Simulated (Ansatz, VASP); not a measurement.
# SiO2: VASP beside Ansatz

File POSCAR:

```
SiO2
1.0
    4.9028000000      0.0000000000      0.0000000000
    0.0000000000      4.9028000000      0.0000000000
    0.0000000000      0.0000000000      6.7782000000
Si O
4 8
Direct
    0.3126075599      0.3126075599      0.0000000000
    0.1873924401      0.8126075599      0.2500000000
    0.6873924401      0.6873924401      0.5000000000
    0.8126075599      0.1873924401      0.7500000000
    0.2333812037      0.1309559530      0.1923808116
    0.3690440470      0.7333812037      0.4423808116
    0.7666187963      0.8690440470      0.6923808116
    0.6309559530      0.2666187963      0.9423808116
    0.7333812037      0.3690440470      0.5576191884
    0.8690440470      0.7666187963      0.3076191884
    0.2666187963      0.6309559530      0.0576191884
    0.1309559530      0.2333812037      0.8076191884
```

File INCAR.step1:

```
PREC     = Accurate       # precision mode
ENCUT    = 520            # plane-wave cutoff, eV
ISMEAR   = -1             # smearing method
SIGMA    = 0.02           # smearing width, eV
LREAL    = False          # projectors in reciprocal space
LASPH    = True           # aspherical terms in the spheres
NELM     = 60             # most SCF steps
NBANDS   = 44             # bands
GGA      = PE             # functional
ALGO     = Normal         # electronic algorithm
EDIFF    = 1E-4           # SCF threshold, eV
LWAVE    = True           # write WAVECAR
LCHARG   = False          # write CHGCAR
```

INCAR.step2

```
PREC     = Accurate       # precision mode
ENCUT    = 520            # plane-wave cutoff, eV
EDIFF    = 1E-8           # SCF threshold, eV
ISMEAR   = -1             # smearing method
SIGMA    = 0.02           # smearing width, eV
LREAL    = False          # projectors in reciprocal space
LASPH    = True           # aspherical terms in the spheres
NELM     = 60             # most SCF steps
ALGO     = Normal         # electronic algorithm
ISIF     = 2              # what is computed and relaxed
LWAVE    = False          # write WAVECAR
LCHARG   = False          # write CHGCAR
METAGGA  = R2SCAN         # meta-GGA
LMIXTAU  = True         
LEFG     = True         
NBANDS   = 44             # bands
ISTART   = 1
```

The input KPOINTS:

```
regular mesh
0
Gamma
  5 5 4
```

Input for Ansatz:

```yaml
crystal:
  lattice:
    - [4.9028, 0.0, 0.0]
    - [0.0, 4.9028, 0.0]
    - [0.0, 0.0, 6.7782]
  atoms:
    - { symbol: Si, position: [0.3126075599, 0.3126075599, 0.0] }
    - { symbol: Si, position: [0.1873924401, 0.8126075599, 0.25] }
    - { symbol: Si, position: [0.6873924401, 0.6873924401, 0.5] }
    - { symbol: Si, position: [0.8126075599, 0.1873924401, 0.75] }
    - { symbol: O, position: [0.2333812037, 0.130955953, 0.1923808116] }
    - { symbol: O, position: [0.369044047, 0.7333812037, 0.4423808116] }
    - { symbol: O, position: [0.7666187963, 0.869044047, 0.6923808116] }
    - { symbol: O, position: [0.630955953, 0.2666187963, 0.9423808116] }
    - { symbol: O, position: [0.7333812037, 0.369044047, 0.5576191884] }
    - { symbol: O, position: [0.869044047, 0.7666187963, 0.3076191884] }
    - { symbol: O, position: [0.2666187963, 0.630955953, 0.0576191884] }
    - { symbol: O, position: [0.130955953, 0.2333812037, 0.8076191884] }
kpoints:
  mp_grid: { grid: [5, 5, 4] }
scf:
  occupations: { method: fermi_dirac, width: 0.02 }
hamiltonian:
  xc: r2scan
  pseudopotentials: { kind: paw }
output:
  forces: true
  stress: true
  populations: true
  efg: { quadrupole_moments_barn: { O: -0.02558 }, contact_densities: true }
```

Alike in both runs: task electric field gradients; functional r2SCAN; k mesh 5 × 5 × 4; occupations fermi-dirac, width 0.02 eV; no spin polarisation.

|  | VASP | Ansatz |
| --- | --- | --- |
| version | VASP 6.6.1 | Ansatz 0.2.0 |
| potentials or method | VASP PAW PBE potentials, release 64 (Si, O) | plane-wave PAW, scalar-relativistic |
| plane-wave cutoff (eV) | 520 | 500 |
| valence electrons in the cell | 64 | 64 |

|  | VASP | Ansatz | Ansatz less VASP |
| --- | --- | --- | --- |
| gap on the k mesh at the Fermi level (eV) | 6.35 | 6.35 | -0.001 |
| pressure (GPa) | -2.6 | -2.8 | -0.22 |
| traceless stress, the component that is largest in VASP (GPa) | -0.51 | -0.48 | +0.029 |
| rms of the force components (eV/Å) | 0.153 | 0.153 | +0.0001 |
| size of Vzz on the site where it differs most (V/Å²) | 85.8 | 90.1 | +4.37 |

VASP's potentials were made for PBE, not for r2SCAN. Atom by atom the forces differ by 0.010 eV/Å (rms over components).
